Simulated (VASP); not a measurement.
Mo, 1 atom in the cell. Symmetry: Im-3m, No. 229, cubic system. Conventional cell: a = 3.163 Å, b = 3.163 Å, c = 3.163 Å, α = 90.00°, β = 90.00°, γ = 90.00°. Mo (site symmetry m-3m) has 14 Mo at 2.74 to 3.16 Å within 3.6 Å. 

- Program: VASP 6.6.1
- Task: single point
- Functional: PBE
- Potentials or basis: VASP PAW PBE potentials, release 64 (Mo_sv)
- Cutoff: 520 eV
- k mesh: 23 × 23 × 23
- Occupations: fermi-dirac, width 0.1 eV
- Spin: no spin polarisation
- Dipole correction: no
- Further INCAR settings: ALGO = Normal; EDIFF = 1e-06; NBANDS = 13

Potentials or basis: VASP PAW PBE potentials, release 64 (Mo_sv).

Launch:

```bash
$ cat potpaw_PBE.64/Mo_sv/POTCAR > POTCAR
$ mpirun -np 1 vasp_std > vasp.out
```

Hardware: 1 thread of Intel(R) Xeon(R) Platinum 8488C (Sapphire Rapids), with other jobs on the host.

Estimate the wall time of this run.

Wall time 38 s on 1 thread of Intel(R) Xeon(R) Platinum 8488C (Sapphire Rapids), on a shared host, peak memory 0.18 GiB. Counts: scf iterations 11, k points 364.
